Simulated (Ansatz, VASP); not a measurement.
**BAs: VASP beside Ansatz**

Contents of POSCAR:

```
BAs
1.0
    0.0000000000      2.3918676074      2.3918676074
    2.3918676074      0.0000000000      2.3918676074
    2.3918676074      2.3918676074      0.0000000000
B As
1 1
Direct
    0.0000000000      0.0000000000      0.0000000000
    0.2500000000      0.2500000000      0.2500000000
```

File INCAR.step1:

```
SYSTEM = BAs
PREC = Accurate
ENCUT = 520
EDIFF = 1E-5
ISMEAR = 0
SIGMA = 0.01
LREAL = .FALSE.
LASPH = .TRUE.
NELM = 100
ALGO = Normal
ISIF = 2
LWAVE = .TRUE.
NBANDS = 11
GGA = PE
```

Contents of INCAR.step2:

```
SYSTEM = BAs
PREC = Accurate
ENCUT = 520
EDIFF = 1E-6
ISMEAR = 0
SIGMA = 0.01
LREAL = .FALSE.
LASPH = .TRUE.
NELM = 100
ALGO = Normal
ISIF = 2
LWAVE = .FALSE.
LCHARG = .TRUE.
GGA = PE
LHFCALC = .TRUE.
HFSCREEN = 0.2079
PRECFOCK = Normal
LELF = .TRUE.
LVHAR = .TRUE.
NBANDS = 11
ISTART = 1
```

The input KPOINTS:

```
Automatic mesh
0
G
  6 6 6
  0 0 0
```

Input for Ansatz:

```yaml
crystal:
  lattice:
    - [0.0, 2.3918676074, 2.3918676074]
    - [2.3918676074, 0.0, 2.3918676074]
    - [2.3918676074, 2.3918676074, 0.0]
  atoms:
    - { symbol: B, position: [0.0, 0.0, 0.0] }
    - { symbol: As, position: [0.25, 0.25, 0.25] }
kpoints:
  mp_grid: { grid: [6, 6, 6] }
  band_path:
    path:
      - [0.0, 0.0, 0.0]
      - [-0.5, -0.5, 0.0]
      - [-0.375, -0.375, 0.25]
      - [-0.375, 0.0, 0.375]
      - [0.0, 0.0, 0.5]
      - [-0.5, -0.25, 0.25]
      - [0.0, 0.4, 0.4]
    npoints: 1
hamiltonian:
  xc: hse06
scf:
  occupations: { method: fixed }
  n_extra_bands: 4
output:
  forces: true
  stress: true
  eigenvalues: true
```

Alike in both runs: task single point; functional HSE06; k mesh 6 × 6 × 6; no spin polarisation.

|  | VASP | Ansatz |
| --- | --- | --- |
| version | VASP 6.6.1 | Ansatz 0.2.0 |
| potentials or method | VASP PAW PBE potentials, release 64 (B, As) | plane waves, PAW |
| plane-wave cutoff (eV) | 520 | 420 |
| occupations | gaussian, width 0.01 eV | fixed |
| valence electrons in the cell | 8 | 18 |

|  | VASP | Ansatz | Ansatz less VASP |
| --- | --- | --- | --- |
| gap on the k mesh at the Fermi level (eV) | 1.95 | 1.94 | -0.008 |
| pressure (GPa) | -1.2 | -1.1 | +0.12 |

VASP's potentials hold 8 valence electrons a cell and Ansatz's 18, so a difference there can come from the potentials and not from the codes. Ansatz's warnings: stress exchange threshold loose, stress scf threshold loose.
